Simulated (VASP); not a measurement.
# BN (Cm) in VASP: single point with PBEsol

Aim: the single point of BN with PBEsol.

All numbers are computed with VASP 6.6.1; they aren't measurements. Logs are shortened: lines on timing, memory, paths and dates and some standing lists are left out, and cuts for length are marked.

## (1) The cell of the first run

The structure is monoclinic, space group Cm (No. 8). Conventional cell: a = 4.401 Å, b = 2.541 Å, c = 12.800 Å, α = 90.00°, β = 99.90°, γ = 90.00°. Within 2.1 Å of B (site symmetry m) lie 5 N at 1.56 to 2.02 Å. B (site symmetry m) has 4 N at 1.56 to 1.57 Å within 2.1 Å. Within 2.1 Å of B (site symmetry m) lie 4 N at 1.56 to 1.57 Å. Within 2.1 Å of B (site symmetry m) lie 4 N at 1.56 to 1.57 Å. B (site symmetry m) has 4 N at 1.56 to 1.57 Å within 2.1 Å. Within 2.1 Å of B (site symmetry m) lie 4 N at 1.56 to 1.57 Å. N (site symmetry m) has 5 B at 1.56 to 2.02 Å within 2.1 Å. N (site symmetry m) has 4 B at 1.56 to 1.57 Å within 2.1 Å.

## (2) Single point, PBEsol

Input file INCAR:

```
SYSTEM = BN
PREC = Accurate
ENCUT = 520
EDIFF = 1E-6
ISMEAR = 0
SIGMA = 0.05
LREAL = .False.
LASPH = .True.
NELM = 100
ALGO = Normal
ISIF = 2
LWAVE = .False.
LCHARG = .False.
GGA = PS
NBANDS = 36
ISYM = 0
```

Input file KPOINTS:

```
regular mesh
0
Gamma
  10 10 2
  0 0 0
```

Input file POSCAR:

```
BN
1.0
   -2.5410113127      0.0000000000      0.0000000000
    1.2705056564     -2.2005803481      0.0000000000
   -1.2705056563      0.0000000000     12.6098865130
B N
6 6
Direct
    0.3021111673      0.6666666667      0.0624443320
    0.1354445006      0.6666666667      0.3957776654
   -0.0312221660      0.6666666667      0.7291109987
    0.2187778340      0.3333333333      0.8957776654
    0.5521111673      0.3333333333      0.2291109987
    0.3854445006      0.3333333333      0.5624443320
   -0.1354778340      0.6666666667      0.9376223346
    0.1978554993      0.6666666667      0.2709556680
    0.0311888327      0.6666666667      0.6042890013
    0.2811888327      0.3333333333      0.7709556680
    0.6145221660      0.3333333333      0.1042890013
    0.4478554994      0.3333333333      0.4376223346
```

Potentials or basis: VASP PAW PBE potentials, release 64 (B, N).

Command:

```
$ cat potpaw_PBE.64/B/POTCAR potpaw_PBE.64/N/POTCAR > POTCAR
$ mpirun -np 1 vasp_std > vasp.out
```

OUTCAR:

```text
SYSTEM = BN
   PREC = Accurate
   ENCUT = 520
   EDIFF = 1E-6
   ISMEAR = 0
   LREAL = .False.
   LASPH = .True.
   NELM = 100
   ISIF = 2
   GGA = PS
   ISYM = 0

 ion  position               nearest neighbor table
   1  0.302  0.667  0.062-  11 1.56  11 1.56  11 1.56
   2  0.135  0.667  0.396-  12 1.56  12 1.56  12 1.56   8 1.57
   3  0.969  0.667  0.729-  10 1.56  10 1.56  10 1.56   9 1.57
   4  0.219  0.333  0.896-   7 1.56   7 1.56   7 1.56  10 1.57
   5  0.552  0.333  0.229-   8 1.56   8 1.56   8 1.56  11 1.57
   6  0.385  0.333  0.562-   9 1.56   9 1.56   9 1.56  12 1.57
   7  0.865  0.667  0.938-   4 1.56   4 1.56   4 1.56
   8  0.198  0.667  0.271-   5 1.56   5 1.56   5 1.56   2 1.57
   9  0.031  0.667  0.604-   6 1.56   6 1.56   6 1.56   3 1.57
  10  0.281  0.333  0.771-   3 1.56   3 1.56   3 1.56   4 1.57
  11  0.615  0.333  0.104-   1 1.56   1 1.56   1 1.56   5 1.57
  12  0.448  0.333  0.438-   2 1.56   2 1.56   2 1.56   6 1.57

IMPORTANT INFORMATION: All symmetrisations will be switched off!
NOSYMM: (Re-)initialisation of all symmetry stuff for point group C_1.

----------------------------------------------------------------------------------------

                                     Primitive cell

  volume of cell :      70.5107

  direct lattice vectors                    reciprocal lattice vectors
    -2.541011313  0.000000000  0.000000000    -0.393544096 -0.227212790 -0.039651427
     1.270505656 -2.200580348  0.000000000     0.000000000 -0.454425580  0.000000000
    -1.270505656  0.000000000 12.609886513     0.000000000  0.000000000  0.079302855

  length of vectors
     2.541011313  2.541011313 12.673729620     0.456152215  0.454425580  0.079302855

  position of ions in fractional coordinates (direct lattice)
     0.302111167  0.666666667  0.062444332
     0.135444501  0.666666667  0.395777665
     0.968777834  0.666666667  0.729110999
     0.218777834  0.333333333  0.895777665
     0.552111167  0.333333333  0.229110999
     0.385444501  0.333333333  0.562444332
     0.864522166  0.666666667  0.937622335
     0.197855499  0.666666667  0.270955668
     0.031188833  0.666666667  0.604289001
     0.281188833  0.333333333  0.770955668
     0.614522166  0.333333333  0.104289001
     0.447855499  0.333333333  0.437622335

  ion indices of the primitive-cell ions
   primitive index   ion index
                 1           1
                 2           2
                 3           3
                 4           4
                 5           5
                 6           6
                 7           7
[... 110 lines left out ...]
   NELECT =      48.0000    total number of electrons
   NUPDOWN=      -1.0000    fix difference up-down
   EMIN   =  10.00;   EMAX   =-10.00  energy-range for DOS
   EFERMI =   0.00;   METHOD = LEGACY
   ISMEAR =     0;   SIGMA  =   0.05  broadening in eV -4-tet -1-fermi 0-gaus
   EFERMI_NEDOS =   21; number of points for ismear=-14 and -15
   IALGO  =     38    algorithm
   IMIX   =      4    mixing-type and parameters
     AMIX     =   0.40;   BMIX     =  1.00
     AMIX_MAG =   1.60;   BMIX_MAG =  1.00
  volume/ion in A,a.u.               =       5.88        39.65
  Fermi-wavevector in a.u.,A,eV,Ry     =   1.440136  2.721463 28.218379  2.073992
  Thomas-Fermi vector in A             =   2.558914
   LORBIT       =      0    0 simple, 1 ext, 2 COOP (PROOUT), +10 PAW based schemes
   GGA     = PS    functional components
   LHFCALC =     F    Hartree Fock is set to
   AEXX    =    0.0000 exact exchange contribution
   IVDW    =     0    specifies the selected vdW correction
   LEPSILON=     F    determine dielectric tensor
   LRPA    =     F    only Hartree local field effects (RPA)
 non-spin polarized calculation
 Gauss-broadening in eV      SIGMA  =   0.05
  energy-cutoff  :      520.00
  volume of cell :       70.51
 maximum number of plane-waves:      1914
   NGX =  9   NGY =  9   NGZ = 47

 number of electron      47.9999995 magnetization

 Free energy of the ion-electron system (eV)
  ---------------------------------------------------
  ext. energy  EPLUGINS =         0.00000000
  ---------------------------------------------------
  free energy    TOTEN  =      -107.15629192 eV

  energy without entropy =     -107.15629192  energy(sigma->0) =     -107.15629192

 E-fermi :   8.2037     XC(G=0): -13.0600

 val. band max:        7.8949619652   @ k =   0.0000   0.0000   0.0000
 cond. band min:      10.5008596166   @ k =   0.5000   0.0000   0.5000
 fundamental gap:      2.6058976514
 Fermi energy:         8.2036897269

 k-point     1 :       0.0000    0.0000    0.0000
  band No.  band energies     occupation
      1     -12.9617      2.00000
      2     -12.2613      2.00000
      3     -12.0638      2.00000
      4     -10.4006      2.00000
      5     -10.2072      2.00000
      6      -8.5424      2.00000
[... 925 lines left out ...]
     35      18.6641      0.00000
     36      19.0873      0.00000

 [... further k-points ...]

------------------------ aborting loop because EDIFF is reached ----------------------------------------

  FORCE on cell =-STRESS in cart. coord.  units (eV):
  Direction    XX          YY          ZZ          XY          YZ          ZX
  --------------------------------------------------------------------------------------
  -------------------------------------------------------------------------------------
  Total       -4.4340447      1.1400760      5.6596288     -0.0000042      3.4713387      0.0001033
  in kB     -100.7524560     25.9053442    128.6007562     -0.0000945     78.8773955      0.0023474
  external PRESSURE =      17.9178814 kB  Pullay stress =       0.0000000 kB

 VOLUME and BASIS-vectors are now :
 -----------------------------------------------------------------------------
  energy-cutoff  :      520.00
  volume of cell :       70.51
      direct lattice vectors                 reciprocal lattice vectors
    -2.541011313  0.000000000  0.000000000    -0.393544096 -0.227212790 -0.039651427
     1.270505656 -2.200580348  0.000000000     0.000000000 -0.454425580  0.000000000
    -1.270505656  0.000000000 12.609886513     0.000000000  0.000000000  0.079302855

 POSITION                                       TOTAL-FORCE (eV/Angst)
 -----------------------------------------------------------------------------------
      0.00000     -1.46705      0.78742        -0.000003     -0.212549      0.896287
      0.00000     -1.46705      4.99071        -0.000009      0.024851      0.171814
     -2.54101     -1.46705      9.19401        -0.000008     -0.006684      0.200238
     -1.27051     -0.73353     11.29565        -0.000008      0.717122     -0.005214
     -1.27051     -0.73353      2.88906        -0.000007      0.322174      0.361150
     -1.27051     -0.73353      7.09236        -0.000005     -0.000329      0.167653
     -2.54101     -1.46705     11.82331         0.000034     -1.889790     -1.847079
      0.00000     -1.46705      3.41672        -0.000015      0.054878     -0.150480
      0.00000     -1.46705      7.62002        -0.000011     -0.002233     -0.179075
     -1.27051     -0.73353      9.72166        -0.000020     -0.117547     -0.438842
     -1.27051     -0.73353      1.31507         0.000003      1.107322      0.993586
     -1.27051     -0.73353      5.51837         0.000049      0.002785     -0.170038
 -----------------------------------------------------------------------------------
    total drift:                               -0.000009      0.000074     -0.000024

  FREE ENERGIE OF THE ION-ELECTRON SYSTEM (eV)
  ---------------------------------------------------
  free  energy   TOTEN  =      -107.1562919164 eV

  energy  without entropy=     -107.1562919164  energy(sigma->0) =     -107.15629192
```

OSZICAR:

```text
N       E                     dE             d eps       ncg     rms          rms(c)
DAV:   1     0.172380949048E+03    0.17238E+03   -0.25615E+04  7488   0.131E+03
DAV:   2    -0.102184686574E+03   -0.27457E+03   -0.25993E+03  9512   0.300E+02
DAV:   3    -0.112999999754E+03   -0.10815E+02   -0.10750E+02  9880   0.579E+01
DAV:   4    -0.113093392358E+03   -0.93393E-01   -0.93226E-01  9696   0.552E+00
DAV:   5    -0.113094759064E+03   -0.13667E-02   -0.13657E-02  9672   0.597E-01    0.163E+01
DAV:   6    -0.107728569891E+03    0.53662E+01   -0.13572E+01  9236   0.179E+01    0.771E+00
DAV:   7    -0.107274967976E+03    0.45360E+00   -0.87010E-01 10032   0.521E+00    0.460E+00
DAV:   8    -0.107161795295E+03    0.11317E+00   -0.23742E-01  9372   0.265E+00    0.530E-01
DAV:   9    -0.107156290079E+03    0.55052E-02   -0.21722E-02  9244   0.870E-01    0.256E-01
DAV:  10    -0.107156248800E+03    0.41279E-04   -0.21241E-03  9848   0.278E-01    0.139E-01
DAV:  11    -0.107156291169E+03   -0.42369E-04   -0.57370E-04  9312   0.133E-01    0.279E-02
DAV:  12    -0.107156290005E+03    0.11644E-05   -0.49923E-05  9736   0.443E-02    0.141E-02
DAV:  13    -0.107156291445E+03   -0.14400E-05   -0.64652E-06  9928   0.188E-02    0.563E-03
DAV:  14    -0.107156291916E+03   -0.47161E-06   -0.15001E-06  5544   0.790E-03
   1 F= -.10715629E+03 E0= -.10715629E+03  d E =-.609700E-20
```

stdout:

```text
POSCAR found type information on POSCAR B N
 POSCAR found :  2 types and      12 ions
 scaLAPACK will be used
 -----------------------------------------------------------------------------
|                                                                             |
|                                                                             |
[... 21 lines left out ...]
|     Results are often still useful ...                                      |
|                                                                             |
 -----------------------------------------------------------------------------

 POSCAR, INCAR and KPOINTS ok, starting setup
 FFT: planning ... GRIDC
 FFT: planning ... GRID_SOFT
 FFT: planning ... GRID
 WAVECAR not read
 entering main loop
```

Wall time 4.6 min (1 thread of Intel Xeon Platinum 8488C (Sapphire Rapids), shared host); peak memory 0.3 GiB.

What came out:

```
Free energy            : -107.1563 eV
Pressure               : 1.8 GPa
Largest force          : 2.643 eV/Å
Band gap on the k mesh : 2.61 eV (least direct gap 3.49 eV)
```

Forces in eV/Å, atoms in the order of the input:
```
B    0.000 -0.213  0.896
B    0.000  0.025  0.172
B    0.000 -0.007  0.200
B    0.000  0.717 -0.005
B    0.000  0.322  0.361
B    0.000  0.000  0.168
N    0.000 -1.890 -1.847
N    0.000  0.055 -0.150
N    0.000 -0.002 -0.179
N    0.000 -0.118 -0.439
N    0.000  1.107  0.994
N    0.000  0.003 -0.170
```

Stress tensor (GPa, compression positive):
```
-10.08   0.00   0.00
  0.00   2.59   7.89
  0.00   7.89  12.86
```

Caveat: the PAW data sets were made with another functional, which shifts forces and pressure a little. A k mesh can miss the band edges.
